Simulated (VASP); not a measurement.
# BN in VASP: a series of runs

BN is run at these levels: PBEsol; tasks: electric field gradients.

Everything below comes from runs of VASP 6.6.1. Logs are shortened: lines on timing, memory, paths and dates and some standing lists are left out, and cuts for length are marked.

## Step 1: The cell of the first run

Symmetry: F-43m, No. 216, cubic system. The conventional cell has a = 3.663 Å, b = 3.663 Å, c = 3.663 Å, α = 90.00°, β = 90.00°, γ = 90.00°. B (site symmetry -43m) has 4 N at 1.59 Å within 2.1 Å. Within 2.1 Å of N (site symmetry -43m) lie 4 B at 1.59 Å.

## Step 2: Electric field gradients, PBEsol (volume scaled by 1.04)

File INCAR:

```
PREC = Accurate ; ENCUT = 520
EDIFF = 1E-8 ; ISMEAR = -1
SIGMA = 0.03 ; LREAL = False
LASPH = True ; NELM = 80
ALGO = Normal ; ISIF = 2
LWAVE = False ; LCHARG = False
GGA = PS ; LEFG = True
NBANDS = 11
```

File KPOINTS:

```
regular mesh
0
Gamma
  13 13 13
```

File POSCAR:

```
BN
1.0
    0.0000000000      1.8312856224      1.8312856224
    1.8312856224      0.0000000000      1.8312856224
    1.8312856224      1.8312856224      0.0000000000
B N
1 1
Direct
    0.0000000000      0.0000000000      0.0000000000
    0.7500000000      0.7500000000      0.7500000000
```

Potentials or basis: VASP PAW PBE potentials, release 64 (B, N).

Run with:

```
cat potpaw_PBE.64/B/POTCAR potpaw_PBE.64/N/POTCAR > POTCAR
mpirun -np 1 vasp_std > vasp.out
```

OUTCAR:

```text
PREC = Accurate
   ENCUT = 520
   EDIFF = 1E-8
   ISMEAR = -1
   LREAL = False
   LASPH = True
   NELM = 80
   ISIF = 2
   GGA = PS

 ion  position               nearest neighbor table
   1  0.000  0.000  0.000-   2 1.59   2 1.59   2 1.59   2 1.59
   2  0.750  0.750  0.750-   1 1.59   1 1.59   1 1.59   1 1.59

  LATTYP: Found a face centered cubic cell.
 ALAT       =     3.6625712448

  Lattice vectors:

 A1 = (   0.0000000000,   1.8312856224,   1.8312856224)
 A2 = (   1.8312856224,   0.0000000000,   1.8312856224)
 A3 = (   1.8312856224,   1.8312856224,   0.0000000000)

Analysis of symmetry for initial positions (statically):
=====================================================================
 Subroutine PRICEL returns:
 Original cell was already a primitive cell.

 Routine SETGRP: Setting up the symmetry group for a
 face centered cubic supercell.

 Subroutine GETGRP returns: Found 24 space group operations
 (whereof 24 operations were pure point group operations)
 out of a pool of 48 trial point group operations.

The static configuration has the point symmetry T_d .

Analysis of symmetry for dynamics (positions and initial velocities):
=====================================================================
 Subroutine PRICEL returns:
 Original cell was already a primitive cell.

 Routine SETGRP: Setting up the symmetry group for a
 face centered cubic supercell.

 Subroutine GETGRP returns: Found 24 space group operations
 (whereof 24 operations were pure point group operations)
 out of a pool of 48 trial point group operations.

The dynamic configuration has the point symmetry T_d .

 Subroutine INISYM returns: Found 24 space group operations
 (whereof 24 operations are pure point group operations),
 and found     1 'primitive' translations

----------------------------------------------------------------------------------------

                                     Primitive cell

  volume of cell :      12.2828

  direct lattice vectors                    reciprocal lattice vectors
     0.000000000  1.831285622  1.831285622    -0.273032232  0.273032232  0.273032232
     1.831285622  0.000000000  1.831285622     0.273032232 -0.273032232  0.273032232
     1.831285622  1.831285622  0.000000000     0.273032232  0.273032232 -0.273032232
[... 132 lines left out ...]

 val. band max:        6.8872853479   @ k =   0.0000   0.0000   0.0000
 cond. band min:      11.1950739864   @ k =   0.4615   0.4615   0.0000
 fundamental gap:      4.3077886385
 Fermi energy:         7.5834458700

 k-point     1 :       0.0000    0.0000    0.0000
  band No.  band energies     occupation
      1     -12.9252      2.00000
      2       6.8873      2.00000
      3       6.8873      2.00000
      4       6.8873      2.00000
      5      15.4655      0.00000
      6      15.4655      0.00000
      7      15.4655      0.00000
      8      16.5297      0.00000
      9      30.6709      0.00000
     10      34.1006      0.00000
     11      34.1006      0.00000
[... 309 lines left out ...]
 k-point    24 :       0.4615    0.1538    0.0000
  band No.  band energies     occupation
      1      -9.0674      2.00000
      2      -2.1584      2.00000
      3       3.7037      2.00000
      4       4.1504      2.00000
      5      15.4610      0.00000
      6      18.4912      0.00000
      7      19.0356      0.00000
      8      21.0221      0.00000
      9      27.0707      0.00000
     10      32.2709      0.00000
     11      34.1793      0.00000

 [... further k-points ...]

------------------------ aborting loop because EDIFF is reached ----------------------------------------

  FORCE on cell =-STRESS in cart. coord.  units (eV):
  Direction    XX          YY          ZZ          XY          YZ          ZX
  --------------------------------------------------------------------------------------
  -------------------------------------------------------------------------------------
  Total       -1.2393672     -1.2393672     -1.2393672     -0.0000000      0.0000000     -0.0000000
  in kB     -161.6636357   -161.6636357   -161.6636357     -0.0000000      0.0000000     -0.0000000
  external PRESSURE =    -161.6636357 kB  Pullay stress =       0.0000000 kB

 VOLUME and BASIS-vectors are now :
 -----------------------------------------------------------------------------
  energy-cutoff  :      520.00
  volume of cell :       12.28
      direct lattice vectors                 reciprocal lattice vectors
     0.000000000  1.831285622  1.831285622    -0.273032232  0.273032232  0.273032232
     1.831285622  0.000000000  1.831285622     0.273032232 -0.273032232  0.273032232
     1.831285622  1.831285622  0.000000000     0.273032232  0.273032232 -0.273032232

 POSITION                                       TOTAL-FORCE (eV/Angst)
 -----------------------------------------------------------------------------------
      0.00000      0.00000      0.00000         0.000000     -0.000000     -0.000000
      2.74693      2.74693      2.74693        -0.000000      0.000000      0.000000
 -----------------------------------------------------------------------------------
    total drift:                                0.000000      0.000000     -0.000000

  FREE ENERGIE OF THE ION-ELECTRON SYSTEM (eV)
  ---------------------------------------------------
  free  energy   TOTEN  =       -18.3194117100 eV

  energy  without entropy=      -18.3194117100  energy(sigma->0) =      -18.31941171

 Electric field gradients (V/A^2)
---------------------------------------------------------------------
 ion       V_xx      V_yy      V_zz      V_xy      V_xz      V_yz
---------------------------------------------------------------------
   1       0.000     0.000    -0.000    -0.000    -0.000    -0.000
   2       0.000    -0.000     0.000     0.000     0.000     0.000
---------------------------------------------------------------------

 Electric field gradients after diagonalization (V/A^2)
 (convention: |V_zz| > |V_xx| > |V_yy|)
----------------------------------------------------------------------
 ion       V_xx      V_yy      V_zz     asymmetry (V_yy - V_xx)/ V_zz
----------------------------------------------------------------------
   1       0.000     0.000    -0.000       0.000
   2      -0.000    -0.000     0.000       0.000
----------------------------------------------------------------------

           NMR quadrupolar parameters

 Cq : quadrupolar parameter    Cq=e*Q*V_zz/h
 eta: asymmetry parameters     (V_yy - V_xx)/ V_zz
 Q  : nuclear electric quadrupole moment in mb (millibarn)
----------------------------------------------------------------------
 ion       Cq(MHz)       eta       Q (mb)
----------------------------------------------------------------------
   1      -0.000       0.000       1.000
   2       0.000       0.000       1.000
----------------------------------------------------------------------
```

OSZICAR:

```text
N       E                     dE             d eps       ncg     rms          rms(c)
DAV:   1     0.954833512199E+01    0.95483E+01   -0.47513E+03  1896   0.710E+02
DAV:   2    -0.186525779646E+02   -0.28201E+02   -0.27078E+02  2217   0.164E+02
DAV:   3    -0.192043185084E+02   -0.55174E+00   -0.55062E+00  2181   0.191E+01
DAV:   4    -0.192050723434E+02   -0.75384E-03   -0.75382E-03  1995   0.762E-01
DAV:   5    -0.192050730704E+02   -0.72698E-06   -0.72698E-06  2127   0.235E-02    0.633E+00
DAV:   6    -0.184103311584E+02    0.79474E+00   -0.27171E+00  1935   0.923E+00    0.312E+00
DAV:   7    -0.183388425388E+02    0.71489E-01   -0.83268E-02  2073   0.236E+00    0.182E+00
DAV:   8    -0.183194071586E+02    0.19435E-01   -0.30476E-02  2058   0.119E+00    0.158E-01
DAV:   9    -0.183193870081E+02    0.20151E-04   -0.90167E-04  1989   0.241E-01    0.749E-02
DAV:  10    -0.183194096841E+02   -0.22676E-04   -0.65012E-05  2026   0.710E-02    0.127E-02
DAV:  11    -0.183194116605E+02   -0.19765E-05   -0.45050E-06  2090   0.161E-02    0.830E-03
DAV:  12    -0.183194117104E+02   -0.49864E-07   -0.10764E-06  2064   0.682E-03    0.374E-04
DAV:  13    -0.183194116982E+02    0.12238E-07   -0.12517E-08  1362   0.112E-03    0.219E-04
DAV:  14    -0.183194117093E+02   -0.11137E-07   -0.15370E-09   957   0.296E-04    0.432E-05
DAV:  15    -0.183194117100E+02   -0.70634E-09   -0.68274E-11   942   0.103E-04
   1 F= -.18319412E+02 E0= -.18319412E+02  d E =-.179381E-12
```

stdout:

```text
POSCAR found type information on POSCAR B N
 POSCAR found :  2 types and       2 ions
 scaLAPACK will be used
 -----------------------------------------------------------------------------
|                                                                             |
|                                                                             |
|     You enforced a specific xc type in the INCAR file but a different       |
|     I HOPE YOU KNOW WHAT YOU ARE DOING!                                     |
|                                                                             |
 -----------------------------------------------------------------------------

 LDA part: xc-table for (Slater+PW92), standard interpolation
 POSCAR, INCAR and KPOINTS ok, starting setup
 FFT: planning ... GRIDC
 FFT: planning ... GRID_SOFT
 FFT: planning ... GRID
 WAVECAR not read
 entering main loop
ion   1

ion   2
```

Wall time 11 s (1 thread of Intel Xeon 6975P-C (Granite Rapids), shared host); peak memory 0.12 GiB.

What came out:

```
Free energy            : -18.3194 eV
Pressure               : -16.2 GPa
Band gap on the k mesh : 4.31 eV, indirect (least direct gap 8.58 eV)
```

Caveat: without QUAD_EFG the Cq values of the log hold for a quadrupole moment of 1 mb, not for the nuclei; the PAW data sets were made with another functional, which shifts forces and pressure a little.

## Step 3: Electric field gradients, PBEsol (volume scaled by 1.02)

File INCAR:

```
SYSTEM = BN
  PREC = Accurate
  ENCUT = 520
  EDIFF = 1E-8
  ISMEAR = -1
  SIGMA = 0.03
  LREAL = .False.
  LASPH = .True.
  NELM = 60
  ALGO = Normal
  ISIF = 2
  LWAVE = .False.
  LCHARG = .False.
  GGA = PS
  LEFG = .True.
  NBANDS = 11
```

File KPOINTS:

```
regular mesh
0
Gamma
  13 13 13
  0 0 0
```

File POSCAR:

```
BN
1.0
    0.0000000000      1.8194705475      1.8194705475
    1.8194705475      0.0000000000      1.8194705475
    1.8194705475      1.8194705475      0.0000000000
B N
1 1
Direct
    0.0000000000      0.0000000000      0.0000000000
    0.7500000000      0.7500000000      0.7500000000
```

Potentials or basis: VASP PAW PBE potentials, release 64 (B, N).

Run with:

```
cat potpaw_PBE.64/B/POTCAR potpaw_PBE.64/N/POTCAR > POTCAR
mpirun -np 1 vasp_std > vasp.out
```

OUTCAR:

```text
SYSTEM = BN
   PREC = Accurate
   ENCUT = 520
   EDIFF = 1E-8
   ISMEAR = -1
   LREAL = .False.
   LASPH = .True.
   NELM = 60
   ISIF = 2
   GGA = PS

 ion  position               nearest neighbor table
   1  0.000  0.000  0.000-   2 1.58   2 1.58   2 1.58   2 1.58
   2  0.750  0.750  0.750-   1 1.58   1 1.58   1 1.58   1 1.58

  LATTYP: Found a face centered cubic cell.
 ALAT       =     3.6389410950

  Lattice vectors:

 A1 = (   0.0000000000,   1.8194705475,   1.8194705475)
 A2 = (   1.8194705475,   0.0000000000,   1.8194705475)
 A3 = (   1.8194705475,   1.8194705475,   0.0000000000)

Analysis of symmetry for initial positions (statically):
=====================================================================
 Subroutine PRICEL returns:
 Original cell was already a primitive cell.

 Routine SETGRP: Setting up the symmetry group for a
 face centered cubic supercell.

 Subroutine GETGRP returns: Found 24 space group operations
 (whereof 24 operations were pure point group operations)
 out of a pool of 48 trial point group operations.

The static configuration has the point symmetry T_d .

Analysis of symmetry for dynamics (positions and initial velocities):
=====================================================================
 Subroutine PRICEL returns:
 Original cell was already a primitive cell.

 Routine SETGRP: Setting up the symmetry group for a
 face centered cubic supercell.

 Subroutine GETGRP returns: Found 24 space group operations
 (whereof 24 operations were pure point group operations)
 out of a pool of 48 trial point group operations.

The dynamic configuration has the point symmetry T_d .

[... 478 lines left out ...]
      3       3.8890      2.00000
      4       4.3290      2.00000
      5      15.7945      0.00000
      6      18.9516      0.00000
      7      19.4196      0.00000
      8      21.4715      0.00000
      9      27.5361      0.00000
     10      32.8706      0.00000
     11      34.7079      0.00000

 [... further k-points ...]

------------------------ aborting loop because EDIFF is reached ----------------------------------------

  FORCE on cell =-STRESS in cart. coord.  units (eV):
  Direction    XX          YY          ZZ          XY          YZ          ZX
  --------------------------------------------------------------------------------------
  -------------------------------------------------------------------------------------
  Total       -0.7204855     -0.7204855     -0.7204855     -0.0000000      0.0000000      0.0000000
  in kB      -95.8232107    -95.8232107    -95.8232107     -0.0000000      0.0000000      0.0000000
  external PRESSURE =     -95.8232107 kB  Pullay stress =       0.0000000 kB

 VOLUME and BASIS-vectors are now :
 -----------------------------------------------------------------------------
  energy-cutoff  :      520.00
  volume of cell :       12.05
      direct lattice vectors                 reciprocal lattice vectors
     0.000000000  1.819470547  1.819470547    -0.274805218  0.274805218  0.274805218
     1.819470547  0.000000000  1.819470547     0.274805218 -0.274805218  0.274805218
     1.819470547  1.819470547  0.000000000     0.274805218  0.274805218 -0.274805218

 POSITION                                       TOTAL-FORCE (eV/Angst)
 -----------------------------------------------------------------------------------
      0.00000      0.00000      0.00000         0.000000      0.000000      0.000000
      2.72921      2.72921      2.72921        -0.000000     -0.000000     -0.000000
 -----------------------------------------------------------------------------------
    total drift:                               -0.000000     -0.000000     -0.000000

  FREE ENERGIE OF THE ION-ELECTRON SYSTEM (eV)
  ---------------------------------------------------
  free  energy   TOTEN  =       -18.3380504337 eV

  energy  without entropy=      -18.3380504337  energy(sigma->0) =      -18.33805043

 Electric field gradients (V/A^2)
---------------------------------------------------------------------
 ion       V_xx      V_yy      V_zz      V_xy      V_xz      V_yz
---------------------------------------------------------------------
   1      -0.000    -0.000     0.000    -0.000    -0.000    -0.000
   2      -0.000     0.000    -0.000    -0.000    -0.000    -0.000
---------------------------------------------------------------------

 Electric field gradients after diagonalization (V/A^2)
 (convention: |V_zz| > |V_xx| > |V_yy|)
----------------------------------------------------------------------
 ion       V_xx      V_yy      V_zz     asymmetry (V_yy - V_xx)/ V_zz
----------------------------------------------------------------------
   1       0.000     0.000    -0.000       0.000
   2       0.000     0.000    -0.000       0.000
----------------------------------------------------------------------

           NMR quadrupolar parameters

 Cq : quadrupolar parameter    Cq=e*Q*V_zz/h
 eta: asymmetry parameters     (V_yy - V_xx)/ V_zz
 Q  : nuclear electric quadrupole moment in mb (millibarn)
----------------------------------------------------------------------
 ion       Cq(MHz)       eta       Q (mb)
----------------------------------------------------------------------
   1      -0.000       0.000       1.000
   2      -0.000       0.000       1.000
----------------------------------------------------------------------
```

OSZICAR:

```text
N       E                     dE             d eps       ncg     rms          rms(c)
DAV:   1     0.765590821744E+01    0.76559E+01   -0.49545E+03  1920   0.719E+02
DAV:   2    -0.188311103566E+02   -0.26487E+02   -0.25761E+02  2180   0.160E+02
DAV:   3    -0.192519343817E+02   -0.42082E+00   -0.42024E+00  2202   0.175E+01
DAV:   4    -0.192524011983E+02   -0.46682E-03   -0.46681E-03  1965   0.643E-01
DAV:   5    -0.192524016485E+02   -0.45020E-06   -0.45019E-06  2133   0.194E-02    0.644E+00
DAV:   6    -0.184352495651E+02    0.81715E+00   -0.26934E+00  1938   0.929E+00    0.319E+00
DAV:   7    -0.183579971257E+02    0.77252E-01   -0.90575E-02  2079   0.244E+00    0.185E+00
DAV:   8    -0.183380398475E+02    0.19957E-01   -0.31451E-02  2055   0.122E+00    0.168E-01
DAV:   9    -0.183380273377E+02    0.12510E-04   -0.87419E-04  1974   0.242E-01    0.769E-02
DAV:  10    -0.183380484840E+02   -0.21146E-04   -0.63685E-05  2030   0.701E-02    0.129E-02
DAV:  11    -0.183380503898E+02   -0.19058E-05   -0.43189E-06  2081   0.158E-02    0.832E-03
DAV:  12    -0.183380504327E+02   -0.42884E-07   -0.10432E-06  2055   0.674E-03    0.357E-04
DAV:  13    -0.183380504225E+02    0.10178E-07   -0.12147E-08  1366   0.111E-03    0.211E-04
DAV:  14    -0.183380504329E+02   -0.10405E-07   -0.13883E-09   975   0.284E-04    0.436E-05
DAV:  15    -0.183380504337E+02   -0.78904E-09   -0.62538E-11   945   0.990E-05
   1 F= -.18338050E+02 E0= -.18338050E+02  d E =-.253455E-12
```

stdout:

```text
POSCAR found type information on POSCAR B N
 POSCAR found :  2 types and       2 ions
 scaLAPACK will be used
 -----------------------------------------------------------------------------
|                                                                             |
|                                                                             |
|     You enforced a specific xc type in the INCAR file but a different       |
|     I HOPE YOU KNOW WHAT YOU ARE DOING!                                     |
|                                                                             |
 -----------------------------------------------------------------------------

 LDA part: xc-table for (Slater+PW92), standard interpolation
 POSCAR, INCAR and KPOINTS ok, starting setup
 FFT: planning ... GRIDC
 FFT: planning ... GRID_SOFT
 FFT: planning ... GRID
 WAVECAR not read
 entering main loop
ion   1

ion   2
```

Run time: 9 s. Hardware: 1 thread of Intel Xeon 6975P-C (Granite Rapids), shared host; peak memory 0.12 GiB.

Results:

* Free energy: -18.3381 eV
* Pressure: -9.6 GPa
* Band gap on the k mesh: 4.33 eV, indirect (least direct gap 8.67 eV)

Caveat: without QUAD_EFG the Cq values of the log hold for a quadrupole moment of 1 mb, not for the nuclei; the PAW data sets were made with another functional, which shifts forces and pressure a little. A k mesh can miss the band edges.

(Part 1 of 2 ends here.)
